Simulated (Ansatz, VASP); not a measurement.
Ge: VASP beside Ansatz

```
Ge
1.0
     1.98146   -4.89227    0.00000
     1.98146    4.89227    0.00000
     0.00000    0.00000    3.87568
Ge
3
Direct
  0.67202 0.32798 0.50000
  0.32798 0.67202 0.50000
  0.50000 0.50000 0.00000
```

Alike in both runs: functional PBE; k mesh 6 × 6 × 6; occupations gaussian, width 0.1 eV; no spin polarisation.

Ansatz relaxed the structure, and its values are those at the end. VASP's run is a single point on that final structure, the one shown.

|  | VASP | Ansatz |
| --- | --- | --- |
| version | VASP 6.6.1 | Ansatz 0.2.0 |
| potentials or method | VASP PAW PBE potentials, release 64 (Ge_d), cutoff 520 eV | scalar-relativistic, plane waves, PAW |
| valence electrons in the cell | 42 | 42 |

```tsv
	VASP	Ansatz	Ansatz less VASP
gap on the k mesh at the Fermi level (eV)	none	none	-
pressure (GPa)	0.1	0.1	+0.04
rms of the force components (eV/Å)	0.006	0.007	+0.0007
```

A gap of «none» marks a metal or a gap that the smearing closes.
